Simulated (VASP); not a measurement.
## PbSe: single point with revPBE+D3(BJ)

Crystal: PbSe.

```
Pb Se
1.0
     3.70507    0.00000    0.00000
     0.00000    3.70507    0.00000
     0.00000    0.00000    3.70507
Pb Se
1 1
Cartesian
  0.0000 0.0000 0.0000
  1.8525 1.8525 1.8525
```

```yaml
Program: VASP 6.6.1
Task: single point
Functional: revPBE
Dispersion: D3(BJ)
Potentials_or_basis: VASP PAW PBE potentials, release 64 (Pb_d, Se)
Cutoff: 520 eV
k_mesh: 7 × 7 × 7
Occupations: fermi-dirac, width 0.05 eV
Spin: no spin polarisation
Dipole_correction: no
Further_INCAR_settings: ALGO = Normal; EDIFF = 1e-07; NBANDS = 17
```

- Pressure: 0.0 GPa
- Band gap on the k mesh: zero (band 10 reaches 6.13 eV, above the bottom of band 11 at 5.85 eV)
- Dispersion energy per atom: -0.773 eV

Levels at points of the mesh, in eV from the Fermi level:
```tsv
k point	band 7	band 8	band 9	band 10	band 11	band 12	band 13	band 14
(0.00, 0.00, 0.00)	-6.86	-1.64	-1.64	-1.64	5.08	5.08	6.57	6.57
```

It took 14 s on 1 thread of Intel(R) Xeon(R) Platinum 8259CL CPU @ 2.50GHz (Skylake/Cascade Lake), with other jobs on the host, peak memory 0.17 GiB.

Caveat: the PAW data sets were made with another functional, which shifts forces and pressure a little; spin-orbit coupling is left out, which moves the levels of the heavy elements; pairwise dispersion overbinds metals, which lowers pressure and volume.
